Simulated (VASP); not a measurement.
# SiC (P6_3mc) in VASP: notebook, part 3 of 3

VASP 6.6.1. Earlier steps stand in the parts before.

### 5 Electric field gradients, PBE (volume scaled by 1.06)

The input, INCAR:

```
PREC     = Accurate       # precision mode
ENCUT    = 520            # plane-wave cutoff, eV
EDIFF    = 1E-8           # SCF threshold, eV
ISMEAR   = -1             # smearing method
SIGMA    = 0.08           # smearing width, eV
LREAL    = F              # projectors in reciprocal space
LASPH    = T              # aspherical terms in the spheres
NELM     = 60             # most SCF steps
ALGO     = Normal         # electronic algorithm
ISIF     = 2              # what is computed and relaxed
LWAVE    = F              # write WAVECAR
LCHARG   = F              # write CHGCAR
GGA      = PE             # functional
LEFG     = T            
NBANDS   = 16             # bands
```

The input, KPOINTS:

```
regular mesh
0
Gamma
  15 15 8
```

The input, POSCAR:

```
SiC
1.0
    3.1363272130      0.0000000000      0.0000000000
   -1.5681636065      2.7161390411      0.0000000000
    0.0000000000      0.0000000000      5.1470055276
Si C
2 2
Direct
    0.3333333333      0.6666666667      0.0000000000
    0.6666666667      0.3333333333      0.5000000000
    0.3333333333      0.6666666667      0.3850000000
    0.6666666667      0.3333333333      0.8850000000
```

Potentials or basis: VASP PAW PBE potentials, release 64 (Si, C).

Command:

```bash
cat potpaw_PBE.64/Si/POTCAR potpaw_PBE.64/C/POTCAR > POTCAR
mpirun -np 1 vasp_std > vasp.out
```

OUTCAR:

```text
PREC = Accurate
   ENCUT = 520
   EDIFF = 1E-8
   ISMEAR = -1
   LREAL = F
   LASPH = T
   NELM = 60
   ISIF = 2
   GGA = PE

 ion  position               nearest neighbor table
   1  0.333  0.667  0.000-   4 1.91   4 1.91   4 1.91   3 1.98   2 3.15   2 3.15   2 3.15   2 3.15
                             2 3.15   2 3.15
   2  0.667  0.333  0.500-   3 1.91   3 1.91   3 1.91   4 1.98   1 3.15   1 3.15   1 3.15   1 3.15
                             1 3.15   1 3.15
   3  0.333  0.667  0.385-   2 1.91   2 1.91   2 1.91   1 1.98
   4  0.667  0.333  0.885-   1 1.91   1 1.91   1 1.91   2 1.98

  LATTYP: Found a hexagonal cell.
 ALAT       =     3.1363272130
 C/A-ratio  =     1.6410932846

  Lattice vectors:

 A1 = (   3.1363272130,   0.0000000000,   0.0000000000)
 A2 = (  -1.5681636065,   2.7161390411,   0.0000000000)
 A3 = (   0.0000000000,   0.0000000000,   5.1470055276)

Analysis of symmetry for initial positions (statically):
=====================================================================
 Subroutine PRICEL returns:
 Original cell was already a primitive cell.

 Routine SETGRP: Setting up the symmetry group for a
 hexagonal supercell.

 Subroutine GETGRP returns: Found 12 space group operations
 (whereof  6 operations were pure point group operations)
 out of a pool of 24 trial point group operations.

The static configuration has the point symmetry C_3v.
 The point group associated with its full space group is C_6v.

Analysis of symmetry for dynamics (positions and initial velocities):
=====================================================================
[... 612 lines left out ...]
      4       1.5435      2.00000
      5       2.1632      2.00000
      6       3.2147      2.00000
[... 8 lines left out ...]
     15      18.3184      0.00000
     16      19.0911      0.00000

 [... further k-points ...]
[... 5 lines left out ...]
  --------------------------------------------------------------------------------------
  -------------------------------------------------------------------------------------
  Total       -1.9926275     -1.9926275     -2.7229217      0.0000000      0.0000000      0.0000000
  in kB      -72.8129635    -72.8129635    -99.4987760      0.0000000      0.0000000      0.0000000
  external PRESSURE =     -81.7082343 kB  Pullay stress =       0.0000000 kB

 VOLUME and BASIS-vectors are now :
 -----------------------------------------------------------------------------
  energy-cutoff  :      520.00
  volume of cell :       43.85
      direct lattice vectors                 reciprocal lattice vectors
     3.136327213  0.000000000  0.000000000     0.318844283  0.184084832  0.000000000
    -1.568163606  2.716139041  0.000000000     0.000000000  0.368169665  0.000000000
     0.000000000  0.000000000  5.147005528     0.000000000  0.000000000  0.194287726

 POSITION                                       TOTAL-FORCE (eV/Angst)
 -----------------------------------------------------------------------------------
     -0.00000      1.81076      0.00000         0.000000     -0.000000      0.666210
      1.56816      0.90538      2.57350        -0.000000      0.000000      0.666210
     -0.00000      1.81076      1.98160         0.000000     -0.000000     -0.666210
      1.56816      0.90538      4.55510        -0.000000      0.000000     -0.666210
 -----------------------------------------------------------------------------------
    total drift:                               -0.000000      0.000000     -0.000234

  FREE ENERGIE OF THE ION-ELECTRON SYSTEM (eV)
  ---------------------------------------------------
  free  energy   TOTEN  =       -30.0284683691 eV

  energy  without entropy=      -30.0284683635  energy(sigma->0) =      -30.02846837

 Electric field gradients (V/A^2)
---------------------------------------------------------------------
 ion       V_xx      V_yy      V_zz      V_xy      V_xz      V_yz
---------------------------------------------------------------------
   1      -8.158    -8.159    16.317    -0.000     0.000    -0.000
   2      -8.158    -8.159    16.317    -0.000    -0.000     0.000
   3      -1.287    -1.288     2.574    -0.001     0.000    -0.000
   4      -1.287    -1.288     2.574    -0.001    -0.000     0.000
---------------------------------------------------------------------

 Electric field gradients after diagonalization (V/A^2)
 (convention: |V_zz| > |V_xx| > |V_yy|)
----------------------------------------------------------------------
 ion       V_xx      V_yy      V_zz     asymmetry (V_yy - V_xx)/ V_zz
----------------------------------------------------------------------
   1      -8.159    -8.158    16.317       0.000
   2      -8.159    -8.158    16.317       0.000
   3      -1.288    -1.287     2.574       0.000
   4      -1.288    -1.287     2.574       0.000
----------------------------------------------------------------------

           NMR quadrupolar parameters

 Cq : quadrupolar parameter    Cq=e*Q*V_zz/h
 eta: asymmetry parameters     (V_yy - V_xx)/ V_zz
 Q  : nuclear electric quadrupole moment in mb (millibarn)
----------------------------------------------------------------------
 ion       Cq(MHz)       eta       Q (mb)
----------------------------------------------------------------------
   1       0.039       0.000       1.000
   2       0.039       0.000       1.000
   3       0.006       0.000       1.000
   4       0.006       0.000       1.000
----------------------------------------------------------------------
```

stdout:

```text
POSCAR found type information on POSCAR SiC
 POSCAR found :  2 types and       4 ions
 scaLAPACK will be used
 LDA part: xc-table for (Slater+PW92), standard interpolation
 POSCAR, INCAR and KPOINTS ok, starting setup
 FFT: planning ... GRIDC
 FFT: planning ... GRID_SOFT
 FFT: planning ... GRID
 WAVECAR not read
 entering main loop
ion   1

ion   2

ion   3

ion   4
```

Wall time 29 s (1 thread of Intel Xeon 6975P-C (Granite Rapids), shared host); peak memory 0.21 GiB.

Results:

```yaml
Free_energy: -30.0285 eV
Pressure: -8.2 GPa
Largest_force: 0.666 eV/Å
Band_gap_on_the_k_mesh: 2.43 eV, indirect (least direct gap 3.97 eV)
```

Forces in eV/Å, atoms in the order of the input:
```
Si   0.000  0.000  0.666
Si   0.000  0.000  0.666
C    0.000  0.000 -0.666
C    0.000  0.000 -0.666
```

Levels at points of the mesh, in eV from the valence-band top:
```csv
k point,band 6,band 7,band 8,band 9,band 10,band 11
"(0.00, 0.00, 0.00)",-0.28,-0.28,0.00,4.12,5.41,6.17
"(0.00, 0.00, 0.50)",-0.95,-0.95,-0.95,5.20,5.20,6.86
```

Electric field gradients, principal values (V/Å²):
```csv
atom,least,middle,greatest (by size)
1 Si,-8.158,-8.159,16.317
2 Si,-8.158,-8.159,16.317
3 C,-1.287,-1.288,2.574
4 C,-1.287,-1.288,2.574
```

Caveat: without QUAD_EFG the Cq values of the log hold for a quadrupole moment of 1 mb, not for the nuclei. A k mesh can miss the band edges.

### 6 Overview

```csv
cell,gap on the mesh (eV),pressure (GPa),largest force (eV/Å)
"a = 3.066, b = 3.066, c = 5.031 Å, angles 90.0, 90.0, 120.0°, 4 atoms",2.30,6.0,0.77
"a = 3.096, b = 3.096, c = 5.081 Å, angles 90.0, 90.0, 120.0°, 4 atoms",2.36,-0.7,0.72
"a = 3.136, b = 3.136, c = 5.147 Å, angles 90.0, 90.0, 120.0°, 4 atoms",2.43,-8.2,0.67
```

Alike in all rows: task electric field gradients; level PBE; potentials or basis VASP PAW PBE potentials, release 64 (Si, C); no spin polarisation; k mesh 15 × 15 × 8; cutoff (eV) 520; smearing fermi-dirac 0.08 eV.

Absolute energies hang on the potentials; compare differences alone.
